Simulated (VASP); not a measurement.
# Sn: single point with PBEsol

Crystal: Sn.

```
CELL_PARAMETERS angstrom
2.80362 0.00000 0.00000
0.00000 2.80362 0.00000
0.00000 0.00000 2.80362
ATOMIC_POSITIONS crystal
Sn 0.00000 0.00000 0.00000
```

```
Program                : VASP 6.6.1
Task                   : single point
Functional             : PBEsol
Potentials or basis    : VASP PAW PBE potentials, release 64 (Sn_d)
Cutoff                 : 520 eV
k mesh                 : 13 × 13 × 13
Occupations            : fermi-dirac, width 0.05 eV
Spin                   : no spin polarisation
Dipole correction      : no
Further INCAR settings : ALGO = Normal; EDIFF = 1e-06; NBANDS = 13
```

```yaml
Pressure: 22.9 GPa
Band_gap_on_the_k_mesh: zero (band 7 reaches 16.95 eV, above the bottom of band 8 at 8.24 eV)
```

Levels at points of the mesh, in eV from the Fermi level:
```
           k point  band 4  band 5  band 6  band 7  band 8  band 9  band 10  band 11
(0.00, 0.00, 0.00)  -21.34  -21.34  -13.03    6.26    6.26    6.26     9.82     9.82
```

Run time: 9.3 s on 1 thread of AMD EPYC 9R45 (Zen 5), with other jobs on the host, peak memory 0.12 GiB.

Caveat: the PAW data sets were made with another functional, which shifts forces and pressure a little; spin-orbit coupling is left out, which moves the levels of the heavy elements.
